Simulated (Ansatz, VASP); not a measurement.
W: VASP beside Ansatz

File INCAR:

```
PREC     = Accurate       # precision mode
ENCUT    = 400            # plane-wave cutoff, eV
EDIFF    = 1E-6           # SCF threshold, eV
ISMEAR   = -1             # smearing method
SIGMA    = 0.1            # smearing width, eV
LREAL    = F              # projectors in reciprocal space
LASPH    = T              # aspherical terms in the spheres
NELM     = 120            # most SCF steps
ALGO     = Normal         # electronic algorithm
ISIF     = 2              # what is computed and relaxed
LWAVE    = F              # write WAVECAR
LCHARG   = F              # write CHGCAR
GGA      = PS             # functional
NBANDS   = 201            # bands
GGA_COMPAT= F
```

The input KPOINTS:

```
regular mesh
0
Gamma
  3 3 3
```

File POSCAR:

```
W
1.0
   -4.7554733403      4.7554733403      4.7554733403
    4.7554733403     -4.7554733403      4.7554733403
    4.7554733403      4.7554733403     -4.7554733403
W
26
Direct
    0.0000000000      0.0000000000      0.3333333333
    0.0000000000      0.0000000000      0.6666666667
    0.0000000000      0.3333333333      0.0000000000
    0.0000000000      0.3333333333      0.3333333333
    0.0000000000      0.3333333333      0.6666666667
    0.0000000000      0.6666666667      0.0000000000
    0.0000000000      0.6666666667      0.3333333333
    0.0000000000      0.6666666667      0.6666666667
    0.3333333333      0.0000000000      0.0000000000
    0.3333333333      0.0000000000      0.3333333333
    0.3333333333      0.0000000000      0.6666666667
    0.3333333333      0.3333333333      0.0000000000
    0.3333333333      0.3333333333      0.3333333333
    0.3333333333      0.3333333333      0.6666666667
    0.3333333333      0.6666666667      0.0000000000
    0.3333333333      0.6666666667      0.3333333333
    0.3333333333      0.6666666667      0.6666666667
    0.6666666667      0.0000000000      0.0000000000
    0.6666666667      0.0000000000      0.3333333333
    0.6666666667      0.0000000000      0.6666666667
    0.6666666667      0.3333333333      0.0000000000
    0.6666666667      0.3333333333      0.3333333333
    0.6666666667      0.3333333333      0.6666666667
    0.6666666667      0.6666666667      0.0000000000
    0.6666666667      0.6666666667      0.3333333333
    0.6666666667      0.6666666667      0.6666666667
```

Input for Ansatz:

```yaml
crystal:
  lattice:
    - [-4.7554733403, 4.7554733403, 4.7554733403]
    - [4.7554733403, -4.7554733403, 4.7554733403]
    - [4.7554733403, 4.7554733403, -4.7554733403]
  atoms:
    - { symbol: W, position: [0.0, 0.0, 0.3333333333] }
    - { symbol: W, position: [0.0, 0.0, 0.6666666667] }
    - { symbol: W, position: [0.0, 0.3333333333, 0.0] }
    - { symbol: W, position: [0.0, 0.3333333333, 0.3333333333] }
    - { symbol: W, position: [0.0, 0.3333333333, 0.6666666667] }
    - { symbol: W, position: [0.0, 0.6666666667, 0.0] }
    - { symbol: W, position: [0.0, 0.6666666667, 0.3333333333] }
    - { symbol: W, position: [0.0, 0.6666666667, 0.6666666667] }
    - { symbol: W, position: [0.3333333333, 0.0, 0.0] }
    - { symbol: W, position: [0.3333333333, 0.0, 0.3333333333] }
    - { symbol: W, position: [0.3333333333, 0.0, 0.6666666667] }
    - { symbol: W, position: [0.3333333333, 0.3333333333, 0.0] }
    - { symbol: W, position: [0.3333333333, 0.3333333333, 0.3333333333] }
    - { symbol: W, position: [0.3333333333, 0.3333333333, 0.6666666667] }
    - { symbol: W, position: [0.3333333333, 0.6666666667, 0.0] }
    - { symbol: W, position: [0.3333333333, 0.6666666667, 0.3333333333] }
    - { symbol: W, position: [0.3333333333, 0.6666666667, 0.6666666667] }
    - { symbol: W, position: [0.6666666667, 0.0, 0.0] }
    - { symbol: W, position: [0.6666666667, 0.0, 0.3333333333] }
    - { symbol: W, position: [0.6666666667, 0.0, 0.6666666667] }
    - { symbol: W, position: [0.6666666667, 0.3333333333, 0.0] }
    - { symbol: W, position: [0.6666666667, 0.3333333333, 0.3333333333] }
    - { symbol: W, position: [0.6666666667, 0.3333333333, 0.6666666667] }
    - { symbol: W, position: [0.6666666667, 0.6666666667, 0.0] }
    - { symbol: W, position: [0.6666666667, 0.6666666667, 0.3333333333] }
    - { symbol: W, position: [0.6666666667, 0.6666666667, 0.6666666667] }
hamiltonian:
  xc: pbesol
  pseudopotentials: { kind: all_electron, lapw: { muffin_tin_radii: { W: 1.286 } } }
kpoints:
  mp_grid: { grid: [3, 3, 3] }
scf:
  occupations: { method: fermi_dirac, width: 0.1 }
  convergence: { dr2_threshold: 1.0e-09 }
output:
  eigenvalues: true
  forces: true
  stress: true
basis:
  ecutwfc: 140
```

Alike in both runs: task single point; functional PBEsol; k mesh 3 × 3 × 3; occupations fermi-dirac, width 0.1 eV; no spin polarisation.

|  | VASP | Ansatz |
| --- | --- | --- |
| version | VASP 6.6.1 | Ansatz 0.2.0 |
| potentials or method | VASP PAW PBE potentials, release 64 (W_sv), cutoff 400 eV | all-electron LAPW, scalar-relativistic |

VASP gave:

```
gap on the k mesh at the Fermi level (eV) : none
pressure (GPa)                            : -8.1
rms of the force components (eV/Å)        : 0.115
```

Problem. Estimate Ansatz's values.

Solution. gap on the k mesh at the Fermi level (eV): none; pressure (GPa): -6.4; rms of the force components (eV/Å): 0.111.

VASP's potentials were made for PBE, not for PBEsol. Atom by atom the forces differ by 0.008 eV/Å (rms over components). A gap of «none» marks a metal or a gap that the smearing closes. Ansatz ran all-electron here, and VASP with PAW potentials.

Neither program's run includes spin-orbit coupling.
